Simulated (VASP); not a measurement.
Runs of VASP 6.6.1 on As. The structure is that of space group Fm-3m (No. 225), or close to it. The cells are those of the table. 

```csv
cell,gap on the mesh (eV),pressure (GPa)
"a = 3.107 Å, angles 60.0°, 1 atom",none,(a)
"a = 2.902 Å, angles 60.0°, 1 atom",none,12.7
"a = 3.145 Å, angles 60.0°, 1 atom",none,-6.6
"a = 3.028 Å, angles 60.0°, 1 atom",none,-0.1
"a = 2.945 Å, angles 60.0°, 1 atom",none,(b)
```

Alike in all rows: task single point; level revPBE; potentials or basis VASP PAW PBE potentials, release 64 (As); no spin polarisation; k mesh 14 × 14 × 14; cutoff (eV) 520; smearing fermi-dirac 0.1 eV.

Problem. Estimate the missing entries.

Solution. (a) -4.9; (b) 7.4.

Caveats: the PAW data sets were made with another functional, which shifts forces and pressure a little.

A k mesh can miss the band edges, and the runs leave out spin-orbit coupling on As.

A gap of «none» marks levels without a gap at the run's occupations.
